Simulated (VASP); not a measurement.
# Ti2O (P-3m1) in VASP: single point with r2SCAN+U

Aim: the single point of Ti2O with r2SCAN+U.

Everything below comes from runs of VASP 6.6.1. Logs are shortened: lines on timing, memory, paths and dates and some standing lists are left out, and cuts for length are marked.

## (1) The cell of the first run

It takes space group P-3m1 (No. 164, trigonal). Conventional cell: a = 2.919 Å, b = 2.919 Å, c = 4.713 Å, α = 90.00°, β = 90.00°, γ = 120.00°. Ti (site symmetry 3m) has 3 O at 2.14 Å and 3 Ti at 2.68 Å within 2.8 Å. Within 2.8 Å of O (site symmetry -3m) lie 6 Ti at 2.14 Å.

## (2) Single point, r2SCAN+U, collinear spin, ferromagnetic start

POSCAR

```
Ti2O
1.0
    2.9193980200      0.0000000000      0.0000000000
   -1.4596990100      2.5282728500      0.0000000000
    0.0000000000      0.0000000000      4.7130000000
Ti O
2 1
Direct
    0.6666666700      0.3333333300      0.2787400000
    0.3333333300      0.6666666700      0.7212600000
    0.0000000000      0.0000000000      0.0000000000
```

INCAR.step1

```
PREC = Accurate
ENCUT = 520
ISMEAR = -1
SIGMA = 0.05
LREAL = F
LASPH = T
NELM = 150
ISPIN = 2
MAGMOM = 1 1 0
LMAXMIX = 4
LDAU = T
LDAUTYPE = 2
LDAUL = 2 -1
LDAUU = 3 0
LDAUJ = 0 0
NBANDS = 26
GGA = PE
ALGO = Normal
EDIFF = 1E-4
LWAVE = T
LCHARG = F
```

INCAR.step2

```
PREC = Accurate
ENCUT = 520
EDIFF = 1E-6
ISMEAR = -1
SIGMA = 0.05
LREAL = F
LASPH = T
NELM = 150
ALGO = Normal
ISIF = 2
LWAVE = F
LCHARG = F
ISPIN = 2
MAGMOM = 1 1 0
LORBIT = 11
LMAXMIX = 4
LDAU = T
LDAUTYPE = 2
LDAUL = 2 -1
LDAUU = 3 0
LDAUJ = 0 0
LDAUPRINT = 1
METAGGA = R2SCAN
LMIXTAU = T
NBANDS = 26
ISTART = 1
```

KPOINTS

```
regular mesh
0
Gamma
  8 8 5
```

Potentials or basis: VASP PAW PBE potentials, release 64 (Ti_sv, O).

On the command line:

```
> cat potpaw_PBE.64/Ti_sv/POTCAR potpaw_PBE.64/O/POTCAR > POTCAR
> cp INCAR.step1 INCAR
> mpirun -np 1 vasp_std > vasp.out
> cp INCAR.step2 INCAR
> mpirun -np 1 vasp_std > vasp.out
```

OUTCAR:

```text
PREC = Accurate
   ENCUT = 520
   EDIFF = 1E-6
   ISMEAR = -1
   LREAL = F
   LASPH = T
   NELM = 150
   ISIF = 2
   ISPIN = 2
   LORBIT = 11
   METAGGA = R2SCAN
   ISTART = 1

 ion  position               nearest neighbor table
   1  0.667  0.333  0.279-   3 2.14   3 2.14   3 2.14   2 2.68   2 2.68   2 2.68
   2  0.333  0.667  0.721-   3 2.14   3 2.14   3 2.14   1 2.68   1 2.68   1 2.68
   3  0.000  0.000  0.000-   1 2.14   2 2.14   1 2.14   2 2.14   1 2.14   2 2.14

  LATTYP: Found a hexagonal cell.
 ALAT       =     2.9193980200
 C/A-ratio  =     1.6143739112

  Lattice vectors:

 A1 = (   2.9193980200,   0.0000000000,   0.0000000000)
 A2 = (  -1.4596990100,   2.5282728500,   0.0000000000)
 A3 = (   0.0000000000,   0.0000000000,   4.7130000000)

Analysis of symmetry for initial positions (statically):
=====================================================================
 Subroutine PRICEL returns:
 Original cell was already a primitive cell.

 Routine SETGRP: Setting up the symmetry group for a
 hexagonal supercell.

 Subroutine GETGRP returns: Found 12 space group operations
 (whereof 12 operations were pure point group operations)
 out of a pool of 24 trial point group operations.

The static configuration has the point symmetry D_3d.

Analysis of symmetry for dynamics (positions and initial velocities):
=====================================================================
 Subroutine PRICEL returns:
 Original cell was already a primitive cell.

 Routine SETGRP: Setting up the symmetry group for a
 hexagonal supercell.

 Subroutine GETGRP returns: Found 12 space group operations
 (whereof 12 operations were pure point group operations)
 out of a pool of 24 trial point group operations.

The dynamic configuration has the point symmetry D_3d.

Analysis of structural, dynamic, and magnetic symmetry:
=====================================================================
 Subroutine PRICEL returns:
 Original cell was already a primitive cell.

 Routine SETGRP: Setting up the symmetry group for a
 hexagonal supercell.
[... 209 lines left out ...]
  o =  0.1497  v =  0.0000  0.0000  0.0000  0.0000  0.0000  0.0000  0.9331  0.0000  0.0000 -0.3595      0.0000  0.0000  0.0000  0.0000  0.0000  0.0000  0.0000  0.0000  0.0000  0.0000
  o =  0.1998  v =  0.0000  0.0000  0.0000  0.0000  0.0000 -0.9331  0.0000 -0.0000 -0.3595 -0.0000      0.0000  0.0000  0.0000  0.0000  0.0000  0.0000  0.0000  0.0000  0.0000  0.0000
  o =  0.1998  v =  0.0000  0.0000  0.0000  0.0000  0.0000  0.0000  0.3595 -0.0000 -0.0000  0.9331      0.0000  0.0000  0.0000  0.0000  0.0000  0.0000  0.0000  0.0000  0.0000  0.0000
  o =  0.1998  v = -0.9331  0.0000 -0.0000 -0.3595 -0.0000  0.0000  0.0000  0.0000  0.0000  0.0000      0.0000  0.0000  0.0000  0.0000  0.0000  0.0000  0.0000  0.0000  0.0000  0.0000
  o =  0.1998  v =  0.0000  0.3595 -0.0000 -0.0000  0.9331  0.0000  0.0000  0.0000  0.0000  0.0000      0.0000  0.0000  0.0000  0.0000  0.0000  0.0000  0.0000  0.0000  0.0000  0.0000
  o =  0.2219  v =  0.0000  0.0000  1.0000 -0.0000  0.0000  0.0000  0.0000  0.0000  0.0000  0.0000      0.0000  0.0000  0.0000  0.0000  0.0000  0.0000  0.0000  0.0000  0.0000  0.0000
  o =  0.2219  v =  0.0000  0.0000  0.0000  0.0000  0.0000  0.0000  0.0000  1.0000 -0.0000  0.0000      0.0000  0.0000  0.0000  0.0000  0.0000  0.0000  0.0000  0.0000  0.0000  0.0000

 number of electron      29.9999990 magnetization      -0.0000002

 Free energy of the ion-electron system (eV)
  ---------------------------------------------------
  ext. energy  EPLUGINS =         0.00000000
  ---------------------------------------------------
  free energy    TOTEN  =       -33.19507746 eV

  energy without entropy =      -33.19068881  energy(sigma->0) =      -33.19288314

 E-fermi :  11.1906     XC(G=0): -13.4188

 val. band max:       11.1341933787   @ k =   0.3750   0.1250   0.4000
 cond. band min:      11.2477503392   @ k =   0.0000   0.1250   0.2000
 fundamental gap:      0.1135569605
 Fermi energy:        11.1906414366

 spin component 1

 k-point     1 :       0.0000    0.0000    0.0000
  band No.  band energies     occupation
      1     -49.3711      1.00000
      2     -49.1864      1.00000
      3     -25.0410      1.00000
      4     -24.2531      1.00000
      5     -24.2531      1.00000
      6     -24.1445      1.00000
[... 1385 lines left out ...]
     25      21.4681      0.00000
     26      22.6406      0.00000

 [... further k-points ...]

------------------------ aborting loop because EDIFF is reached ----------------------------------------

  FORCE on cell =-STRESS in cart. coord.  units (eV):
  Direction    XX          YY          ZZ          XY          YZ          ZX
  --------------------------------------------------------------------------------------
  -------------------------------------------------------------------------------------
  Total        3.2723718      3.2723718      5.4428527      0.0000000      0.0000000      0.0000000
  in kB      150.7157148    150.7157149    250.6816075      0.0000000      0.0000000      0.0000000
  external PRESSURE =     184.0376791 kB  Pullay stress =       0.0000000 kB

 VOLUME and BASIS-vectors are now :
 -----------------------------------------------------------------------------
  energy-cutoff  :      520.00
  volume of cell :       34.79
      direct lattice vectors                 reciprocal lattice vectors
     2.919398020  0.000000000  0.000000000     0.342536370  0.197763465  0.000000000
    -1.459699010  2.528272850  0.000000000     0.000000000  0.395526931  0.000000000
     0.000000000  0.000000000  4.713000000     0.000000000  0.000000000  0.212179079

 POSITION                                       TOTAL-FORCE (eV/Angst)
 -----------------------------------------------------------------------------------
      1.45970      0.84276      1.31370        -0.000000      0.000000     -1.055140
     -0.00000      1.68552      3.39930         0.000000      0.000000      1.055140
      0.00000      0.00000      0.00000         0.000000      0.000000      0.000000
 -----------------------------------------------------------------------------------
    total drift:                                0.000000      0.000000     -0.000000

  FREE ENERGIE OF THE ION-ELECTRON SYSTEM (eV)
  ---------------------------------------------------
  free  energy   TOTEN  =       -33.1950774646 eV

  energy  without entropy=      -33.1906888149  energy(sigma->0) =      -33.19288314

 total charge

# of ion       s       p       d       tot
------------------------------------------
    1        2.228   6.210   1.818  10.257
    2        2.228   6.210   1.818  10.257
    3        1.563   3.561   0.000   5.124
--------------------------------------------------
tot          6.019  15.982   3.636  25.637

 magnetization (x)

# of ion       s       p       d       tot
------------------------------------------
    1       -0.000  -0.000   0.000  -0.000
    2       -0.000  -0.000   0.000  -0.000
    3        0.000   0.000   0.000   0.000
--------------------------------------------------
tot         -0.000  -0.000   0.000  -0.000
```

OUTCAR.step1:

```text
PREC = Accurate
   ENCUT = 520
   ISMEAR = -1
   LREAL = F
   LASPH = T
[... 1644 lines left out ...]
      1.45970      0.84276      1.31370         0.000000      0.000000     -1.092616
     -0.00000      1.68552      3.39930        -0.000000     -0.000000      1.092616
      0.00000      0.00000      0.00000        -0.000000      0.000000      0.000000
 -----------------------------------------------------------------------------------
    total drift:                                0.000000      0.000000     -0.000000

  FREE ENERGIE OF THE ION-ELECTRON SYSTEM (eV)
  ---------------------------------------------------
  free  energy   TOTEN  =       -21.2905214833 eV

  energy  without entropy=      -21.2857813698  energy(sigma->0) =      -21.28815143
```

It took 2.8 min on 1 thread of Intel Xeon Platinum 8488C (Sapphire Rapids), shared host; peak memory 0.21 GiB.

What came out:

```
Free energy                                           : -33.1951 eV
Pressure                                              : 18.4 GPa
Largest force                                         : 1.055 eV/Å
Band gap on the k mesh                                : zero (filled and empty bands overlap)
Net moment                                            : 0.00 μB per cell
Valence electrons inside the program's atomic spheres : Ti 10.26; O 5.12
```

Forces in eV/Å, atoms in the order of the input:
```
Ti   0.000  0.000 -1.055
Ti   0.000  0.000  1.055
O    0.000  0.000  0.000
```

Eigenvalues of the final occupation matrices:
```csv
site,spin,trace,eigenvalues
site 1 d,1,0.92,0.15 0.15 0.20 0.20 0.22
site 1 d,2,0.92,0.15 0.15 0.20 0.20 0.22
site 2 d,1,0.92,0.15 0.15 0.20 0.20 0.22
site 2 d,2,0.92,0.15 0.15 0.20 0.20 0.22
```

Caveat: the PAW data sets were made with another functional, which shifts forces and pressure a little. The state reached can hang on the start; a lower one may exist.
